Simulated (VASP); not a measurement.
Crystal: V3Br.

```
V Br
1.0
    -1.97316    1.97316    4.40758
     1.97316   -1.97316    4.40758
     1.97316    1.97316   -4.40758
V Br
3 1
Direct
  0.50000 0.50000 0.00000
  0.25000 0.75000 0.50000
  0.75000 0.25000 0.50000
  0.00000 0.00000 0.00000
```

| Item | Value |
| --- | --- |
| Program | VASP 6.6.1 |
| Task | relaxation of cell and atoms |
| Functional | PBE |
| Potentials or basis | VASP PAW PBE potentials, release 64 (V_sv, Br) |
| Cutoff | 600 eV |
| k mesh | 6 × 6 × 6 |
| Occupations | gaussian, width 0.1 eV |
| Spin | no spin polarisation |

At the start: pressure -15.0 GPa; volume 17.16 Å³/atom.

Where does the relaxation end?

Over 12 steps the energy falls by 185.1 meV/atom and the volume is 14.39 Å³/atom (-16.2 %); space group I4/mmm (No. 139, to 0.1 Å) before and after.

Step by step:
| step | energy change (eV) | largest force (eV/Å) | pressure (GPa) | volume (Å³) |
| --- | --- | --- | --- | --- |
| 1 | 0.0000 | 0.0000 | -15.01 | 68.64 |
| 2 | -0.5477 | 0.0000 | 8.94 | 53.87 |
| 3 | -0.6338 | 0.0000 | 0.38 | 57.24 |
| 4 | -0.6700 | 0.0000 | 0.49 | 57.11 |
| 5 | -0.7288 | 0.0000 | 1.99 | 56.57 |
| 6 | -0.3003 | 0.0000 | 12.14 | 54.89 |
| 7 | -0.7311 | 0.0000 | 2.27 | 56.49 |
| 8 | -0.7313 | 0.0000 | 2.61 | 56.40 |
| 9 | -0.7155 | 0.0000 | -3.33 | 59.29 |
| 10 | -0.7397 | 0.0000 | 0.24 | 57.47 |
| 11 | -0.7397 | 0.0000 | 0.30 | 57.44 |
| 12 | -0.7404 | 0.0000 | -0.06 | 57.55 |

Final structure:
```
CELL_PARAMETERS angstrom
-1.77676 1.77676 4.55755
1.77676 -1.77676 4.55755
1.77676 1.77676 -4.55755
ATOMIC_POSITIONS crystal
V 0.50000 0.50000 0.00000
V 0.25000 0.75000 0.50000
V 0.75000 0.25000 0.50000
Br 0.00000 0.00000 0.00000
```

Caveat: the volume moved by over 15 % at a fixed basis, so the end points are rough; the run has no spin polarisation, though such a crystal can be magnetic.
